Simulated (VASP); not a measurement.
# Lu (Im-3m) in VASP: a series of runs, part 2 of 2

VASP 6.6.1.

**4. Single point, PBEsol (16.17 Å³/atom)**

This run uses another cell than the first one, of 16.17 Å³/atom.

Input file INCAR:

```
SYSTEM = Lu
ALGO = Normal
EDIFF = 1E-6
ENCUT = 520
GGA = PS
ISIF = 2
ISMEAR = -1
LASPH = .True.
LCHARG = .False.
LREAL = .False.
LWAVE = .False.
NBANDS = 18
NELM = 80
PREC = Accurate
SIGMA = 0.05
```

Input file KPOINTS:

```
k-points
0
Gamma
  16 16 16
  0 0 0
```

Input file POSCAR:

```
Lu
1.0
   -1.5931377317      1.5931377317      1.5931377317
    1.5931377317     -1.5931377317      1.5931377317
    1.5931377317      1.5931377317     -1.5931377317
Lu
1
Direct
    0.0000000000      0.0000000000      0.0000000000
```

Potentials or basis: VASP PAW PBE potentials, release 64 (Lu).

Command:

```console
> cat potpaw_PBE.64/Lu/POTCAR > POTCAR
> mpirun -np 1 vasp_std > vasp.out
```

OUTCAR:

```text
SYSTEM = Lu
   EDIFF = 1E-6
   ENCUT = 520
   GGA = PS
   ISIF = 2
   ISMEAR = -1
   LASPH = .True.
   LREAL = .False.
   NELM = 80
   PREC = Accurate

 ion  position               nearest neighbor table
   1  0.000  0.000  0.000-

  LATTYP: Found a body centered cubic cell.
 ALAT       =     3.1862754634

  Lattice vectors:

 A1 = (  -1.5931377317,   1.5931377317,   1.5931377317)
 A2 = (   1.5931377317,  -1.5931377317,   1.5931377317)
 A3 = (   1.5931377317,   1.5931377317,  -1.5931377317)

Analysis of symmetry for initial positions (statically):
=====================================================================
 Subroutine PRICEL returns:
 Original cell was already a primitive cell.

 Routine SETGRP: Setting up the symmetry group for a
 body centered cubic supercell.

 Subroutine GETGRP returns: Found 48 space group operations
 (whereof 48 operations were pure point group operations)
 out of a pool of 48 trial point group operations.

[... 154 lines left out ...]
  ext. energy  EPLUGINS =         0.00000000
  ---------------------------------------------------
  free energy    TOTEN  =        -3.29412930 eV

  energy without entropy =       -3.28151745  energy(sigma->0) =       -3.28782338

 E-fermi :   4.7025     XC(G=0): -14.1030

 val. band max:        4.6987202493   @ k =   0.3125   0.1250   0.0000
 cond. band min:       4.7093378320   @ k =  -0.3750  -0.3750   0.0625
 fundamental gap:      0.0106175827
 Fermi energy:         4.7025438111

 k-point     1 :       0.0000    0.0000    0.0000
  band No.  band energies     occupation
      1     -50.9570      2.00000
      2     -20.2548      2.00000
      3     -20.2548      2.00000
      4     -20.2548      2.00000
      5      -2.3379      2.00000
      6      -0.0421      2.00000
[... 481 lines left out ...]
      5       0.0326      2.00000
      6       0.0651      2.00000
[... 10 lines left out ...]
     17      15.4583      0.00000
     18      20.7350      0.00000

 [... further k-points ...]

------------------------ aborting loop because EDIFF is reached ----------------------------------------

  FORCE on cell =-STRESS in cart. coord.  units (eV):
  Direction    XX          YY          ZZ          XY          YZ          ZX
  --------------------------------------------------------------------------------------
  -------------------------------------------------------------------------------------
  Total        6.2080320      6.2080320      6.2080320     -0.0000000     -0.0000000      0.0000000
  in kB      614.9567379    614.9567379    614.9567379     -0.0000000     -0.0000000      0.0000000
  external PRESSURE =     614.9567379 kB  Pullay stress =       0.0000000 kB

 VOLUME and BASIS-vectors are now :
 -----------------------------------------------------------------------------
  energy-cutoff  :      520.00
  volume of cell :       16.17
      direct lattice vectors                 reciprocal lattice vectors
    -1.593137732  1.593137732  1.593137732     0.000000000  0.313846060  0.313846060
     1.593137732 -1.593137732  1.593137732     0.313846060  0.000000000  0.313846060
     1.593137732  1.593137732 -1.593137732     0.313846060  0.313846060  0.000000000

 POSITION                                       TOTAL-FORCE (eV/Angst)
 -----------------------------------------------------------------------------------
      0.00000      0.00000      0.00000         0.000000      0.000000      0.000000
 -----------------------------------------------------------------------------------
    total drift:                                0.000000      0.000000      0.000000

  FREE ENERGIE OF THE ION-ELECTRON SYSTEM (eV)
  ---------------------------------------------------
  free  energy   TOTEN  =        -3.2941293017 eV

  energy  without entropy=       -3.2815174537  energy(sigma->0) =       -3.28782338
```

Run time: 28 s. Hardware: 1 thread of Intel Xeon Platinum 8488C (Sapphire Rapids), shared host; peak memory 0.19 GiB.

Results:

| Item | Value |
| --- | --- |
| Free energy | -3.2941 eV |
| Pressure | 61.5 GPa |
| Band gap on the k mesh | zero (an odd number of electrons rules out a gap without spin polarisation) |

Levels at points of the mesh, in eV from the Fermi level:
| k point | band 11 | band 12 | band 13 | band 14 | band 15 | band 16 |
| --- | --- | --- | --- | --- | --- | --- |
| (0.00, 0.00, 0.00) | -4.36 | -4.26 | 2.74 | 2.74 | 2.74 | 6.64 |
| (0.50, 0.00, 0.00) | -4.32 | -3.92 | -0.50 | 4.31 | 6.95 | 8.44 |
| (0.50, 0.50, 0.50) | -4.33 | -3.87 | -3.87 | 11.27 | 11.27 | 11.27 |

Caveat: the cell stands under pressure; the PAW data sets were made with another functional, which shifts forces and pressure a little; spin-orbit coupling is left out, which moves the levels of the heavy elements.

**5. Single point, PBEsol (16.17 Å³/atom)**

This run uses another cell than the first one, of 16.17 Å³/atom.

Input file INCAR:

```
PREC     = Accurate       # precision mode
ENCUT    = 520            # plane-wave cutoff, eV
EDIFF    = 1E-6           # SCF threshold, eV
ISMEAR   = -1             # smearing method
SIGMA    = 0.05           # smearing width, eV
LREAL    = F              # projectors in reciprocal space
LASPH    = T              # aspherical terms in the spheres
NELM     = 80             # most SCF steps
ALGO     = Normal         # electronic algorithm
ISIF     = 2              # what is computed and relaxed
LWAVE    = F              # write WAVECAR
LCHARG   = T              # write CHGCAR
GGA      = PS             # functional
LELF     = T              # ELF
LVHAR    = T            
NBANDS   = 18             # bands
```

Input file KPOINTS:

```
Automatic mesh
0
Gamma
  16 16 16
```

POSCAR is that of step 4.

Potentials or basis: VASP PAW PBE potentials, release 64 (Lu).

Command:

```console
> cat potpaw_PBE.64/Lu/POTCAR > POTCAR
> mpirun -np 1 vasp_std > vasp.out
```

OUTCAR:

```text
PREC = Accurate
   ENCUT = 520
   EDIFF = 1E-6
   ISMEAR = -1
   LREAL = F
   LASPH = T
   NELM = 80
   ISIF = 2
   GGA = PS

 ion  position               nearest neighbor table
   1  0.000  0.000  0.000-

  LATTYP: Found a body centered cubic cell.
 ALAT       =     3.1862754634

  Lattice vectors:

 A1 = (  -1.5931377317,   1.5931377317,   1.5931377317)
 A2 = (   1.5931377317,  -1.5931377317,   1.5931377317)
 A3 = (   1.5931377317,   1.5931377317,  -1.5931377317)

Analysis of symmetry for initial positions (statically):
=====================================================================
 Subroutine PRICEL returns:
 Original cell was already a primitive cell.

 Routine SETGRP: Setting up the symmetry group for a
 body centered cubic supercell.

 Subroutine GETGRP returns: Found 48 space group operations
 (whereof 48 operations were pure point group operations)
 out of a pool of 48 trial point group operations.

The static configuration has the point symmetry O_h .

Analysis of symmetry for dynamics (positions and initial velocities):
=====================================================================
[... 152 lines left out ...]
  free energy    TOTEN  =        -3.29412930 eV

  energy without entropy =       -3.28151745  energy(sigma->0) =       -3.28782338

 E-fermi :   4.7025     XC(G=0): -14.1030

 val. band max:        4.6987202493   @ k =   0.3125   0.1250   0.0000
 cond. band min:       4.7093378320   @ k =  -0.3750  -0.3750   0.0625
 fundamental gap:      0.0106175827
 Fermi energy:         4.7025438111

 k-point     1 :       0.0000    0.0000    0.0000
  band No.  band energies     occupation
      1     -50.9570      2.00000
      2     -20.2548      2.00000
      3     -20.2548      2.00000
      4     -20.2548      2.00000
      5      -2.3379      2.00000
      6      -0.0421      2.00000
[... 481 lines left out ...]
      5       0.0326      2.00000
      6       0.0651      2.00000
[... 10 lines left out ...]
     17      15.4583      0.00000
     18      20.7350      0.00000

 [... further k-points ...]

------------------------ aborting loop because EDIFF is reached ----------------------------------------

  FORCE on cell =-STRESS in cart. coord.  units (eV):
  Direction    XX          YY          ZZ          XY          YZ          ZX
  --------------------------------------------------------------------------------------
  -------------------------------------------------------------------------------------
  Total        6.2080320      6.2080320      6.2080320     -0.0000000     -0.0000000      0.0000000
  in kB      614.9567379    614.9567379    614.9567379     -0.0000000     -0.0000000      0.0000000
  external PRESSURE =     614.9567379 kB  Pullay stress =       0.0000000 kB

 VOLUME and BASIS-vectors are now :
 -----------------------------------------------------------------------------
  energy-cutoff  :      520.00
  volume of cell :       16.17
      direct lattice vectors                 reciprocal lattice vectors
    -1.593137732  1.593137732  1.593137732     0.000000000  0.313846060  0.313846060
     1.593137732 -1.593137732  1.593137732     0.313846060  0.000000000  0.313846060
     1.593137732  1.593137732 -1.593137732     0.313846060  0.313846060  0.000000000

 POSITION                                       TOTAL-FORCE (eV/Angst)
 -----------------------------------------------------------------------------------
      0.00000      0.00000      0.00000         0.000000      0.000000      0.000000
 -----------------------------------------------------------------------------------
    total drift:                                0.000000      0.000000      0.000000

  FREE ENERGIE OF THE ION-ELECTRON SYSTEM (eV)
  ---------------------------------------------------
  free  energy   TOTEN  =        -3.2941293017 eV

  energy  without entropy=       -3.2815174537  energy(sigma->0) =       -3.28782338
```

Wall time 30 s (1 thread of Intel Xeon Platinum 8488C (Sapphire Rapids), shared host); peak memory 0.19 GiB.

What came out:

```
Free energy            : -3.2941 eV
Pressure               : 61.5 GPa
Band gap on the k mesh : zero (an odd number of electrons rules out a gap without spin polarisation)
```

Caveat: the cell stands under pressure; the PAW data sets were made with another functional, which shifts forces and pressure a little; spin-orbit coupling is left out, which moves the levels of the heavy elements.

**6. The runs side by side**

| cell | gap on the mesh (eV) | pressure (GPa) |
| --- | --- | --- |
| a = 2.497 Å, angles 109.5°, 1 atom | none | 168.4 |
| a = 2.626 Å, angles 109.5°, 1 atom | none | 102.8 |
| a = 2.759 Å, angles 109.5°, 1 atom | none | 61.5 |

Alike in all rows: task single point; level PBEsol; potentials or basis VASP PAW PBE potentials, release 64 (Lu); no spin polarisation; k mesh 16 × 16 × 16; cutoff (eV) 520; smearing fermi-dirac 0.05 eV.

Caveats: the cell stands under pressure; the PAW data sets were made with another functional, which shifts forces and pressure a little; spin-orbit coupling is left out, which moves the levels of the heavy elements.

Total energies depend on the potentials used, so only differences within one code and one set of settings carry meaning.
